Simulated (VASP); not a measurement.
Write the native input for VASP 6.6.1 that does the following.

```yaml
Task: single point
Functional: r2SCAN
Potentials_or_basis: VASP PAW PBE potentials, release 64 (In_d, Sb)
Cutoff: 520 eV
k_mesh: 6 × 6 × 6
Occupations: fermi-dirac, width 0.02 eV
Spin: non-collinear spin, zero start, spin-orbit coupling
Starting_moments: "[[0.0, 0.0, 0.0], [0.0, 0.0, 0.0]] μB"
Dipole_correction: no
Further_INCAR_settings: ALGO = Normal; EDIFF = 1e-06; NBANDS = 30
```

InSb:

```
In Sb
1.0
     0.00000    3.24672    3.24672
     3.24672    0.00000    3.24672
     3.24672    3.24672    0.00000
In Sb
1 1
Direct
  0.00000 0.00000 0.00000
  0.25000 0.25000 0.25000
```

This cell differs from its parent crystal: strain -1.0%.

The input as run:

POSCAR

```
InSb
1.0
    0.0000000000      3.2467178874      3.2467178874
    3.2467178874      0.0000000000      3.2467178874
    3.2467178874      3.2467178874      0.0000000000
In Sb
1 1
Direct
    0.0000000000      0.0000000000      0.0000000000
    0.2500000000      0.2500000000      0.2500000000
```

INCAR.step1

```
PREC = Accurate ; ENCUT = 520
ISMEAR = -1 ; SIGMA = 0.02
LREAL = False ; LASPH = True
NELM = 150 ; MAGMOM = 0 0 0 0 0 0
LSORBIT = True ; GGA_COMPAT = False
NBANDS = 30 ; GGA = PE
ALGO = Normal ; EDIFF = 1E-4
LWAVE = True ; LCHARG = False
```

INCAR.step2

```
PREC = Accurate ; ENCUT = 520
EDIFF = 1E-6 ; ISMEAR = -1
SIGMA = 0.02 ; LREAL = False
LASPH = True ; NELM = 150
ALGO = Normal ; ISIF = 2
LWAVE = False ; LCHARG = False
MAGMOM = 0 0 0 0 0 0 ; LORBIT = 11
LSORBIT = True ; GGA_COMPAT = False
LORBMOM = True ; METAGGA = R2SCAN
LMIXTAU = True ; NBANDS = 30
ISTART = 1
```

KPOINTS

```
Automatic mesh
0
Gamma
  6 6 6
```

Potentials or basis: VASP PAW PBE potentials, release 64 (In_d, Sb).

The run is started by

```console
$ cat potpaw_PBE.64/In_d/POTCAR potpaw_PBE.64/Sb/POTCAR > POTCAR
$ cp INCAR.step1 INCAR
$ mpirun -np 1 vasp_ncl > vasp.out
$ cp INCAR.step2 INCAR
$ mpirun -np 1 vasp_ncl > vasp.out
```

Results of the run:

The pressure is 1.4 GPa and the net moment is 0.00 μB per cell. The valence electrons inside the program's atomic spheres are In 11.47; Sb 2.49.

Caveat: the cell differs from its parent crystal (strain -1.0%); the PAW data sets were made with another functional, which shifts forces and pressure a little.

Run time: 7.9 min on 1 thread of AMD EPYC 7R13, on a shared host, peak memory 0.49 GiB.
